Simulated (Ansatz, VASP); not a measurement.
**ScAl7N8 in VASP and in Ansatz**

```
CELL_PARAMETERS angstrom
6.33620 0.00000 0.00000
-3.16810 5.48731 0.00000
0.00000 0.00000 10.01463
ATOMIC_POSITIONS crystal
Al 0.33647 0.16353 0.25039
Al 0.33647 0.16353 0.75039
Al 0.16777 0.83388 0.99928
Al 0.33647 0.67294 0.25039
Al 0.16777 0.83388 0.49928
Al 0.33647 0.67294 0.75039
Al 0.66612 0.33223 0.99928
Al 0.82706 0.16353 0.25039
Al 0.66612 0.33223 0.49928
Al 0.82706 0.16353 0.75039
Al 0.66612 0.83388 0.99928
Al 0.83333 0.66667 0.24895
Al 0.66612 0.83388 0.49928
Al 0.83333 0.66667 0.74895
Sc 0.16667 0.33333 0.99557
Sc 0.16667 0.33333 0.49557
N 0.16667 0.33333 0.20716
N 0.34381 0.15619 0.43872
N 0.16667 0.33333 0.70716
N 0.34381 0.15619 0.93872
N 0.16527 0.83264 0.19007
N 0.34381 0.68762 0.43872
N 0.16527 0.83264 0.69007
N 0.34381 0.68762 0.93872
N 0.66736 0.33473 0.19007
N 0.81238 0.15619 0.43872
N 0.66736 0.33473 0.69007
N 0.81238 0.15619 0.93872
N 0.66736 0.83264 0.19007
N 0.83333 0.66667 0.44090
N 0.66736 0.83264 0.69007
N 0.83333 0.66667 0.94090
```

Alike in both runs: functional PBEsol; k mesh 4 × 4 × 3; no spin polarisation.

Ansatz relaxed the structure, and its values are those at the end. VASP's run is a single point on that final structure, the one shown.

|  | VASP | Ansatz |
| --- | --- | --- |
| version | VASP 6.6.1 | Ansatz 0.2.0 |
| potentials or method | VASP PAW PBE potentials, release 64 (Al, Sc_sv, N) | scalar-relativistic, plane waves, PAW |
| plane-wave cutoff (eV) | 520 | 420 |
| occupations | gaussian, width 0.01 eV | fixed |
| valence electrons in the cell | 144 | 144 |

|  | VASP | Ansatz | Ansatz less VASP |
| --- | --- | --- | --- |
| gap on the k mesh at the Fermi level (eV) | 3.95 | 3.93 | -0.017 |
| least direct gap on the mesh (eV) | 3.95 | 3.93 | -0.017 |
| pressure (GPa) | 0.1 | 0.0 | -0.11 |
| rms of the force components (eV/Å) | 0.015 | 0.001 | -0.0141 |

VASP's potentials were made for PBE, not for PBEsol.
